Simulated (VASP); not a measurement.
# AgBr (Fm-3m) in VASP: single point with LDA

Aim: the single point of AgBr with LDA.

Program: VASP 6.6.1. These are calculated values, not measurements. Logs are shortened: lines on timing, memory, paths and dates and some standing lists are left out, and cuts for length are marked.

**1. The cell of the first run**

The structure is cubic, space group Fm-3m (No. 225). Conventional cell: a = 5.785 Å, b = 5.785 Å, c = 5.785 Å, α = 90.00°, β = 90.00°, γ = 90.00°. Within 3.8 Å of Ag (site symmetry m-3m) lie 6 Br at 2.89 Å. Br (site symmetry m-3m) has 6 Ag at 2.89 Å within 3.8 Å.

**2. Single point, LDA**

Input file INCAR:

```
SYSTEM = AgBr
PREC = Accurate
ENCUT = 500
EDIFF = 1E-6
ISMEAR = 0
SIGMA = 0.01
LREAL = .FALSE.
LASPH = .TRUE.
NELM = 120
ALGO = Normal
ISIF = 2
LWAVE = .FALSE.
LCHARG = .FALSE.
NBANDS = 16
GGA_COMPAT = .FALSE.
```

Input file KPOINTS:

```
Automatic mesh
0
G
  8 8 8
  0 0 0
```

Input file POSCAR:

```
AgBr
1.0
    0.0000000000      2.8927333105      2.8927333105
    2.8927333105      0.0000000000      2.8927333105
    2.8927333105      2.8927333105      0.0000000000
Ag Br
1 1
Direct
    0.0000000000      0.0000000000      0.0000000000
    0.5000000000      0.5000000000      0.5000000000
```

Potentials or basis: VASP PAW LDA potentials, release 64 (Ag, Br).

Launch:

```bash
$ cat potpaw_LDA.64/Ag/POTCAR potpaw_LDA.64/Br/POTCAR > POTCAR
$ mpirun -np 1 vasp_std > vasp.out
```

OUTCAR:

```text
SYSTEM = AgBr
   PREC = Accurate
   ENCUT = 500
   EDIFF = 1E-6
   ISMEAR = 0
   LREAL = .FALSE.
   LASPH = .TRUE.
   NELM = 120
   ISIF = 2

 ion  position               nearest neighbor table
   1  0.000  0.000  0.000-   2 2.89   2 2.89   2 2.89   2 2.89   2 2.89   2 2.89
   2  0.500  0.500  0.500-   1 2.89   1 2.89   1 2.89   1 2.89   1 2.89   1 2.89

  LATTYP: Found a face centered cubic cell.
 ALAT       =     5.7854666210

  Lattice vectors:

 A1 = (   0.0000000000,   2.8927333105,   2.8927333105)
 A2 = (   2.8927333105,   0.0000000000,   2.8927333105)
 A3 = (   2.8927333105,   2.8927333105,   0.0000000000)

Analysis of symmetry for initial positions (statically):
=====================================================================
 Subroutine PRICEL returns:
 Original cell was already a primitive cell.

 Routine SETGRP: Setting up the symmetry group for a
 face centered cubic supercell.

 Subroutine GETGRP returns: Found 48 space group operations
 (whereof 48 operations were pure point group operations)
 out of a pool of 48 trial point group operations.

The static configuration has the point symmetry O_h .

Analysis of symmetry for dynamics (positions and initial velocities):
=====================================================================
 Subroutine PRICEL returns:
 Original cell was already a primitive cell.

 Routine SETGRP: Setting up the symmetry group for a
 face centered cubic supercell.

 Subroutine GETGRP returns: Found 48 space group operations
 (whereof 48 operations were pure point group operations)
 out of a pool of 48 trial point group operations.

The dynamic configuration has the point symmetry O_h .

 Subroutine INISYM returns: Found 48 space group operations
 (whereof 48 operations are pure point group operations),
 and found     1 'primitive' translations

----------------------------------------------------------------------------------------

                                     Primitive cell

  volume of cell :      48.4122

  direct lattice vectors                    reciprocal lattice vectors
     0.000000000  2.892733311  2.892733311    -0.172846905  0.172846905  0.172846905
     2.892733311  0.000000000  2.892733311     0.172846905 -0.172846905  0.172846905
     2.892733311  2.892733311  0.000000000     0.172846905  0.172846905 -0.172846905

  length of vectors
     4.090942680  4.090942680  4.090942680     0.299379622  0.299379622  0.299379622

  position of ions in fractional coordinates (direct lattice)
     0.000000000  0.000000000  0.000000000
     0.500000000  0.500000000  0.500000000

  ion indices of the primitive-cell ions
   primitive index   ion index
                 1           1
                 2           2

----------------------------------------------------------------------------------------

 KPOINTS: Automatic mesh

Automatic generation of k-mesh.
 Grid dimensions read from file:
 generate k-points for:    8    8    8

 Generating k-lattice:

  Cartesian coordinates                     Fractional coordinates (reciprocal lattice)
    -0.021605863  0.021605863  0.021605863     0.125000000  0.000000000  0.000000000
     0.021605863 -0.021605863  0.021605863     0.000000000  0.125000000  0.000000000
     0.021605863  0.021605863 -0.021605863     0.000000000  0.000000000  0.125000000

  Length of vectors
     0.037422453  0.037422453  0.037422453

  Shift w.r.t. Gamma in fractional coordinates (k-lattice)
     0.000000000  0.000000000  0.000000000

 Subroutine IBZKPT returns following result:
 ===========================================

 Found     29 irreducible k-points:

 Following reciprocal coordinates:
            Coordinates               Weight
  0.000000  0.000000  0.000000      1.000000
  0.125000  0.000000  0.000000      8.000000
  0.250000  0.000000  0.000000      8.000000
  0.375000  0.000000  0.000000      8.000000
  0.500000  0.000000  0.000000      4.000000
  0.125000  0.125000  0.000000      6.000000
[... 16 lines left out ...]
  0.500000  0.250000  0.125000     48.000000
 -0.375000  0.250000  0.125000     24.000000
 [... further k-points ...]
   k-points           NKPTS =     29   k-points in BZ     NKDIM =     29   number of bands    NBANDS=     16
   number of dos      NEDOS =    301   number of ions     NIONS =      2
   total plane-waves  NPLWV =  27000
   dimension x,y,z NGX =    30 NGY =   30 NGZ =   30
   dimension x,y,z NGXF=    60 NGYF=   60 NGZF=   60
   ions per type =               1   1
   NGX,Y,Z   is equivalent  to a cutoff of  12.19, 12.19, 12.19 a.u.
   NGXF,Y,Z  is equivalent  to a cutoff of  24.38, 24.38, 24.38 a.u.
 SYSTEM =  AgBr
   PREC   = accura    normal or accurate (medium, high low for compatibility)
   ISTART =      0    job   : 0-new  1-cont  2-samecut
   ICHARG =      2    charge: 1-file 2-atom 10-const
   ISPIN  =      1    spin polarized calculation?
   LNONCOLLINEAR =      F non collinear calculations
   LSORBIT =      F    spin-orbit coupling
   LASPH  =      T    aspherical Exc in radial PAW
   ENCUT  =  500.0 eV  36.75 Ry    6.06 a.u.   7.46  7.46  7.46*2*pi/ulx,y,z
   NELM   =    120;   NELMIN=  2; NELMDL= -5     # of ELM steps
   EDIFF  = 0.1E-05   stopping-criterion for ELM
   LREAL  =      F    real-space projection
   EDIFFG = 0.1E-04   stopping-criterion for IOM
   NSW    =      0    number of steps for IOM
   IBRION =     -1    ionic relax: 0-MD 1-quasi-New 2-CG
   NFREE  =      0    steps in history (QN), initial steepest desc. (CG)
   ISIF   =      2    stress and relaxation
   ISYM   =      2    0-nonsym 1-usesym 2-fastsym
   POTIM  = 0.5000    time-step for ionic-motion
   TEBEG  =    0.0;   TEEND  =   0.0 temperature during run
   PSTRESS=    0.0 pullay stress
   NELECT =      18.0000    total number of electrons
   NUPDOWN=      -1.0000    fix difference up-down
   EMIN   =  10.00;   EMAX   =-10.00  energy-range for DOS
   EFERMI =   0.00;   METHOD = LEGACY
   ISMEAR =     0;   SIGMA  =   0.01  broadening in eV -4-tet -1-fermi 0-gaus
   EFERMI_NEDOS =   21; number of points for ismear=-14 and -15
   IALGO  =     38    algorithm
   IMIX   =      4    mixing-type and parameters
     AMIX     =   0.40;   BMIX     =  1.00
     AMIX_MAG =   1.60;   BMIX_MAG =  1.00
  volume/ion in A,a.u.               =      24.21       163.35
  Fermi-wavevector in a.u.,A,eV,Ry     =   1.177192  2.224570 18.854693  1.385781
  Thomas-Fermi vector in A             =   2.313543
   LORBIT       =      0    0 simple, 1 ext, 2 COOP (PROOUT), +10 PAW based schemes
   GGA     = CA    functional components
   LHFCALC =     F    Hartree Fock is set to
   AEXX    =    0.0000 exact exchange contribution
   IVDW    =     0    specifies the selected vdW correction
   LEPSILON=     F    determine dielectric tensor
   LRPA    =     F    only Hartree local field effects (RPA)
 non-spin polarized calculation
 Gauss-broadening in eV      SIGMA  =   0.01
  energy-cutoff  :      500.00
  volume of cell :       48.41
 maximum number of plane-waves:      1249
 NGX is ok and might be reduce to    30
   NGX = 15   NGY = 15   NGZ = 15

 number of electron      18.0000004 magnetization

 Free energy of the ion-electron system (eV)
  ---------------------------------------------------
  ext. energy  EPLUGINS =         0.00000000
  ---------------------------------------------------
  free energy    TOTEN  =        -6.32862609 eV

  energy without entropy =       -6.32862609  energy(sigma->0) =       -6.32862609

 E-fermi :   3.2535     XC(G=0): -10.1594

 val. band max:        3.2017092232   @ k =   0.5000   0.0000   0.0000
 cond. band min:       3.6157117649   @ k =   0.0000   0.0000   0.0000
 fundamental gap:      0.4140025417
 Fermi energy:         3.2535024219

 k-point     1 :       0.0000    0.0000    0.0000
  band No.  band energies     occupation
      1     -11.7444      2.00000
      2       0.4344      2.00000
      3       0.4344      2.00000
      4       0.4362      2.00000
      5       0.4362      2.00000
      6       0.4362      2.00000
[... 8 lines left out ...]
     15      14.6224      0.00000
     16      14.6224      0.00000

 k-point     2 :       0.1250    0.0000    0.0000
  band No.  band energies     occupation
      1     -11.6866      2.00000
      2       0.0660      2.00000
      3       0.0660      2.00000
      4       0.1084      2.00000
      5       0.4777      2.00000
      6       0.4777      2.00000
[... 8 lines left out ...]
     15      13.9623      0.00000
     16      14.2256      0.00000

 k-point     3 :       0.2500    0.0000    0.0000
  band No.  band energies     occupation
      1     -11.5410      2.00000
      2      -0.8718      2.00000
      3      -0.4268      2.00000
      4      -0.4268      2.00000
      5       0.5810      2.00000
      6       0.5810      2.00000
[... 8 lines left out ...]
     15      14.4531      0.00000
     16      14.4531      0.00000

 k-point     4 :       0.3750    0.0000    0.0000
  band No.  band energies     occupation
      1     -11.3857      2.00000
      2      -1.6689      2.00000
      3      -0.7598      2.00000
      4      -0.7598      2.00000
      5       0.6881      2.00000
      6       0.6881      2.00000
[... 8 lines left out ...]
     15      15.5139      0.00000
     16      15.5139      0.00000
[... 324 lines left out ...]
 k-point    22 :       0.3750    0.2500    0.1250
  band No.  band energies     occupation
      1     -11.4492      2.00000
      2      -1.2566      2.00000
      3      -0.4835      2.00000
      4      -0.1199      2.00000
      5       0.5351      2.00000
      6       0.6643      2.00000
[... 8 lines left out ...]
     15      16.5114      0.00000
     16      16.9175      0.00000

 k-point    23 :       0.5000    0.2500    0.1250
  band No.  band energies     occupation
      1     -11.3364      2.00000
      2      -1.4692      2.00000
      3      -0.7575      2.00000
      4      -0.4907      2.00000
      5       0.6227      2.00000
      6       0.7373      2.00000
[... 8 lines left out ...]
     15      16.7839      0.00000
     16      16.9892      0.00000

 k-point    24 :      -0.3750    0.2500    0.1250
  band No.  band energies     occupation
      1     -11.2882      2.00000
      2      -1.5365      2.00000
      3      -0.7855      2.00000
      4      -0.7569      2.00000
      5       0.6848      2.00000
      6       0.7412      2.00000
[... 8 lines left out ...]
     15      15.5660      0.00000
     16      17.3611      0.00000

 [... further k-points ...]

------------------------ aborting loop because EDIFF is reached ----------------------------------------

  FORCE on cell =-STRESS in cart. coord.  units (eV):
  Direction    XX          YY          ZZ          XY          YZ          ZX
  --------------------------------------------------------------------------------------
  -------------------------------------------------------------------------------------
  Total       -1.5151601     -1.5151601     -1.5151601      0.0000000      0.0000000      0.0000000
  in kB      -50.1434176    -50.1434176    -50.1434176      0.0000000      0.0000000      0.0000000
  external PRESSURE =     -50.1434176 kB  Pullay stress =       0.0000000 kB

 VOLUME and BASIS-vectors are now :
 -----------------------------------------------------------------------------
  energy-cutoff  :      500.00
  volume of cell :       48.41
      direct lattice vectors                 reciprocal lattice vectors
     0.000000000  2.892733311  2.892733311    -0.172846905  0.172846905  0.172846905
     2.892733311  0.000000000  2.892733311     0.172846905 -0.172846905  0.172846905
     2.892733311  2.892733311  0.000000000     0.172846905  0.172846905 -0.172846905

 POSITION                                       TOTAL-FORCE (eV/Angst)
 -----------------------------------------------------------------------------------
      0.00000      0.00000      0.00000         0.000000     -0.000000     -0.000000
      2.89273      2.89273      2.89273         0.000000      0.000000      0.000000
 -----------------------------------------------------------------------------------
    total drift:                               -0.000000      0.000000      0.000000

  FREE ENERGIE OF THE ION-ELECTRON SYSTEM (eV)
  ---------------------------------------------------
  free  energy   TOTEN  =        -6.3286260893 eV

  energy  without entropy=       -6.3286260893  energy(sigma->0) =       -6.32862609
```

It took 11 s on 1 thread of AMD EPYC 9R45 (Zen 5), shared host; peak memory 0.13 GiB.

What came out:

```yaml
Free_energy: -6.3286 eV
Pressure: -5.0 GPa
Band_gap_on_the_k_mesh: 0.41 eV, indirect (least direct gap 2.26 eV)
```

A k mesh can miss the band edges.
